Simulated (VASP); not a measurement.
FeSi:

```xyz
8
Lattice="4.4031 0.0000 0.0000 0.0000 4.4031 0.0000 0.0000 0.0000 4.4031" Properties=species:S:1:pos:R:3 pbc="T T T"
Fe    3.8013    2.8032    1.5998
Fe    2.8032    1.5998    3.8013
Fe    1.5998    3.8013    2.8032
Fe    0.6017    0.6017    0.6017
Si    0.6995    1.5020    2.9010
Si    1.5020    2.9010    0.6995
Si    2.9010    0.6995    1.5020
Si    3.7035    3.7035    3.7035
```

Base run:

- Program: VASP 6.6.1
- Functional: LDA
- Potentials or basis: VASP PAW LDA potentials, release 64 (Fe, Si)
- Cutoff: 520 eV
- k mesh: 6 × 6 × 6
- Occupations: gaussian, width 0.01 eV
- Spin: no spin polarisation

Its results: band gap on the k mesh 0.13 eV (least direct gap 0.15 eV); pressure -5.1 GPa; largest force 0.083 eV/Å.

Problem. The run is repeated on the same cell with these changes: functional from LDA to r2SCAN; potentials or basis from VASP PAW LDA potentials, release 64 (Fe, Si) to VASP PAW PBE potentials, release 64 (Fe, Si). What comes out?

Solution. Band gap on the k mesh 0.32 eV (least direct gap 0.35 eV); pressure 0.4 GPa; largest force 0.038 eV/Å.

Caveats: the cell stands under tension (at least some runs); the PAW data sets were made with another functional, which shifts forces and pressure a little (at least some runs).

A k mesh can miss the band edges.
